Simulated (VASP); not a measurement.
# GaN (pbe) (P6_3mc) in VASP: relaxation of the atoms with PBE

Aim: the relaxation of the atoms of GaN (pbe) with PBE.

Everything below comes from runs of VASP 6.6.1. Logs are shortened: lines on timing, memory, paths and dates and some standing lists are left out, and cuts for length are marked.

## Step 1: The cell of the first run

The structure is hexagonal, space group P6_3mc (No. 186). Conventional cell: a = 3.170 Å, b = 3.170 Å, c = 5.291 Å, α = 90.00°, β = 90.00°, γ = 120.00°. Ga (site symmetry 3m) has 4 N at 1.94 to 1.99 Å within 2.6 Å. N (site symmetry 3m) has 4 Ga at 1.94 to 1.99 Å within 2.6 Å.

## Step 2: Relaxation of the atoms, PBE (strained cell)

Contents of INCAR:

```
SYSTEM = GaN
  ALGO = Normal
  EDIFF = 1E-7
  EDIFFG = -0.002
  ENCUT = 520
  GGA = PE
  GGA_COMPAT = .FALSE.
  IBRION = 2
  ISIF = 2
  ISMEAR = 0
  LASPH = .TRUE.
  LCHARG = .FALSE.
  LREAL = .FALSE.
  LWAVE = .FALSE.
  NELM = 120
  NELMIN = 4
  NSW = 60
  PREC = Accurate
  SIGMA = 0.02
```

Contents of KPOINTS:

```
k-points
0
G
  9 9 4
  0 0 0
```

Contents of POSCAR:

```
GaN
1.0
    3.1703377313      0.0000000000      0.0000000000
   -1.5851688656      2.7455930139      0.0000000000
    0.0000000000      0.0000000000      5.2906717960
Ga N
2 2
Direct
    0.3333333333      0.6666666667      0.0001343399
    0.6666666667      0.3333333333      0.5001343399
    0.3333333333      0.6666666667      0.3768656601
    0.6666666667      0.3333333333      0.8768656601
```

Potentials or basis: VASP PAW PBE potentials, release 64 (Ga_d, N).

Launch:

```
> cat potpaw_PBE.64/Ga_d/POTCAR potpaw_PBE.64/N/POTCAR > POTCAR
> mpirun -np 1 vasp_std > vasp.out
```

OUTCAR:

```text
SYSTEM = GaN
   EDIFF = 1E-7
   EDIFFG = -0.002
   ENCUT = 520
   GGA = PE
   IBRION = 2
   ISIF = 2
   ISMEAR = 0
   LASPH = .TRUE.
   LREAL = .FALSE.
   NELM = 120
   NELMIN = 4
   NSW = 60
   PREC = Accurate

 ion  position               nearest neighbor table
   1  0.333  0.667  0.000-   4 1.94   4 1.94   4 1.94   3 1.99
   2  0.667  0.333  0.500-   3 1.94   3 1.94   3 1.94   4 1.99
   3  0.333  0.667  0.377-   2 1.94   2 1.94   2 1.94   1 1.99
   4  0.667  0.333  0.877-   1 1.94   1 1.94   1 1.94   2 1.99

  LATTYP: Found a hexagonal cell.
 ALAT       =     3.1703377313
 C/A-ratio  =     1.6688038450

  Lattice vectors:

 A1 = (   3.1703377313,   0.0000000000,   0.0000000000)
 A2 = (  -1.5851688656,   2.7455930139,   0.0000000000)
 A3 = (   0.0000000000,   0.0000000000,   5.2906717960)

Analysis of symmetry for initial positions (statically):
=====================================================================
 Subroutine PRICEL returns:
 Original cell was already a primitive cell.

 Routine SETGRP: Setting up the symmetry group for a
 hexagonal supercell.

 Subroutine GETGRP returns: Found 12 space group operations
 (whereof  6 operations were pure point group operations)
 out of a pool of 24 trial point group operations.

The static configuration has the point symmetry C_3v.
 The point group associated with its full space group is C_6v.

Analysis of symmetry for dynamics (positions and initial velocities):
=====================================================================
 Subroutine PRICEL returns:
 Original cell was already a primitive cell.

 Routine SETGRP: Setting up the symmetry group for a
 hexagonal supercell.

 Subroutine GETGRP returns: Found 12 space group operations
 (whereof  6 operations were pure point group operations)
 out of a pool of 24 trial point group operations.

The dynamic configuration has the point symmetry C_3v.
 The point group associated with its full space group is C_6v.

 Subroutine INISYM returns: Found 12 space group operations
 (whereof  6 operations are pure point group operations),
 and found     1 'primitive' translations

----------------------------------------------------------------------------------------

                                     Primitive cell

  volume of cell :      46.0524

  direct lattice vectors                    reciprocal lattice vectors
     3.170337731  0.000000000  0.000000000     0.315423808  0.182110020  0.000000000
    -1.585168866  2.745593014  0.000000000     0.000000000  0.364220041  0.000000000
     0.000000000  0.000000000  5.290671796     0.000000000  0.000000000  0.189011914
[... 94 lines left out ...]
   ISIF   =      2    stress and relaxation
   ISYM   =      2    0-nonsym 1-usesym 2-fastsym
   POTIM  = 0.5000    time-step for ionic-motion
   TEBEG  =    0.0;   TEEND  =   0.0 temperature during run
   PSTRESS=    0.0 pullay stress
   NELECT =      36.0000    total number of electrons
   NUPDOWN=      -1.0000    fix difference up-down
   EMIN   =  10.00;   EMAX   =-10.00  energy-range for DOS
   EFERMI =   0.00;   METHOD = LEGACY
   ISMEAR =     0;   SIGMA  =   0.02  broadening in eV -4-tet -1-fermi 0-gaus
   EFERMI_NEDOS =   21; number of points for ismear=-14 and -15
   IALGO  =     38    algorithm
   IMIX   =      4    mixing-type and parameters
     AMIX     =   0.40;   BMIX     =  1.00
     AMIX_MAG =   1.60;   BMIX_MAG =  1.00
  volume/ion in A,a.u.               =      11.51        77.69
  Fermi-wavevector in a.u.,A,eV,Ry     =   1.508082  2.849861 30.943866  2.274310
  Thomas-Fermi vector in A             =   2.618583
   LORBIT       =      0    0 simple, 1 ext, 2 COOP (PROOUT), +10 PAW based schemes
   GGA     = PE    functional components
   LHFCALC =     F    Hartree Fock is set to
   AEXX    =    0.0000 exact exchange contribution
   IVDW    =     0    specifies the selected vdW correction
   LEPSILON=     F    determine dielectric tensor
   LRPA    =     F    only Hartree local field effects (RPA)
 conjugate gradient relaxation of ions
 non-spin polarized calculation
 Gauss-broadening in eV      SIGMA  =   0.02
  energy-cutoff  :      520.00
  volume of cell :       46.05
 maximum number of plane-waves:      1278
 NGX is ok and might be reduce to    24
   NGX = 11   NGY = 11   NGZ = 19

--------------------------------------- Ionic step        1  -------------------------------------------

 number of electron      35.9999992 magnetization

 Free energy of the ion-electron system (eV)
  ---------------------------------------------------
  ext. energy  EPLUGINS =         0.00000000
  ---------------------------------------------------
  free energy    TOTEN  =       -24.29483779 eV

  energy without entropy =      -24.29483779  energy(sigma->0) =      -24.29483779

------------------------ aborting loop because EDIFF is reached ----------------------------------------

  FORCE on cell =-STRESS in cart. coord.  units (eV):
  Direction    XX          YY          ZZ          XY          YZ          ZX
  --------------------------------------------------------------------------------------
  -------------------------------------------------------------------------------------
  Total        1.9997635      1.9997635     -0.5220271      0.0000000      0.0000000      0.0000000
  in kB       69.5723556     69.5723556    -18.1614763      0.0000000      0.0000000      0.0000000
  external PRESSURE =      40.3277450 kB  Pullay stress =       0.0000000 kB
[... 63 lines left out ...]
--------------------------------------- Ionic step        3  -------------------------------------------

 number of electron      35.9999999 magnetization

 Free energy of the ion-electron system (eV)
  ---------------------------------------------------
  ext. energy  EPLUGINS =         0.00000000
  ---------------------------------------------------
  free energy    TOTEN  =       -24.29927322 eV

  energy without entropy =      -24.29927322  energy(sigma->0) =      -24.29927322

 E-fermi :   5.3810     XC(G=0): -11.6296

 val. band max:        5.2830884800   @ k =   0.0000   0.0000   0.0000
 cond. band min:       7.0378301826   @ k =   0.0000   0.0000   0.0000
 fundamental gap:      1.7547417026
 Fermi energy:         5.3809692383

 k-point     1 :       0.0000    0.0000    0.0000
  band No.  band energies     occupation
      1     -10.6772      2.00000
      2      -9.7944      2.00000
      3      -8.2108      2.00000
      4      -8.1902      2.00000
      5      -8.1902      2.00000
      6      -8.1338      2.00000
[... 589 lines left out ...]
     21      12.2116      0.00000
     22      13.3874      0.00000

 [... further k-points ...]
[... 5 lines left out ...]
  --------------------------------------------------------------------------------------
  -------------------------------------------------------------------------------------
  Total        1.7809513      1.7809513     -0.2346926      0.0000000      0.0000000      0.0000000
  in kB       61.9598161     61.9598161     -8.1650248      0.0000000      0.0000000      0.0000000
  external PRESSURE =      38.5848691 kB  Pullay stress =       0.0000000 kB
[... 19 lines left out ...]
  FREE ENERGIE OF THE ION-ELECTRON SYSTEM (eV)
  ---------------------------------------------------
  free  energy   TOTEN  =       -24.2992732225 eV

  energy  without entropy=      -24.2992732225  energy(sigma->0) =      -24.29927322

 reached required accuracy - stopping structural energy minimisation
```

OSZICAR:

```text
N       E                     dE             d eps       ncg     rms          rms(c)
DAV:   1     0.273996615506E+03    0.27400E+03   -0.18647E+04  1670   0.304E+03
DAV:   2     0.746338679260E+01   -0.26653E+03   -0.25801E+03  1754   0.527E+02
DAV:   3    -0.268435673814E+02   -0.34307E+02   -0.34057E+02  1818   0.154E+02
[... 24 lines left out ...]
       N       E                     dE             d eps       ncg     rms          rms(c)
DAV:   1    -0.242992720613E+02    0.11310E-06   -0.34616E-04  1584   0.144E-01    0.253E-03
DAV:   2    -0.242992732231E+02   -0.11618E-05   -0.11962E-05  1832   0.317E-02    0.111E-03
DAV:   3    -0.242992732306E+02   -0.74715E-08   -0.35159E-07  1822   0.583E-03    0.705E-04
DAV:   4    -0.242992732225E+02    0.80418E-08   -0.57343E-08   912   0.324E-03
   3 F= -.24299273E+02 E0= -.24299273E+02  d E =-.443543E-02
```

Wall time 93 s (1 thread of Intel Xeon 8259CL, shared host); peak memory 0.18 GiB.

What came out:

* Free energy: -24.2993 eV
* Energy gained by relaxing: 1.1 meV/atom
* Ionic steps: 3
* Pressure after relaxing: 3.9 GPa
* Band gap on the k mesh: 1.75 eV, direct

Step by step:
```csv
step,energy change (eV),largest force (eV/Å),pressure (GPa)
1,0.0000,0.2142,4.03
2,-0.0044,0.0033,3.86
3,-0.0044,0.0000,3.86
```

Final structure:
```
Ga N
1.0
     3.17034    0.00000    0.00000
    -1.58517    2.74559    0.00000
     0.00000    0.00000    5.29067
Ga N
2 2
Direct
  0.33333 0.66667 0.00206
  0.66667 0.33333 0.50206
  0.33333 0.66667 0.37494
  0.66667 0.33333 0.87494
```

Levels at points of the mesh, in eV from the valence-band top:
```tsv
k point	band 15	band 16	band 17	band 18	band 19	band 20	band 21	band 22
(0.00, 0.00, 0.00)	-0.96	-0.19	0.00	0.00	1.75	4.41	8.91	10.01
(0.00, 0.00, 0.50)	-0.49	-0.49	-0.49	-0.49	4.22	4.22	8.29	8.29
```

Caveat: the cell differs from its parent crystal (strained cell).
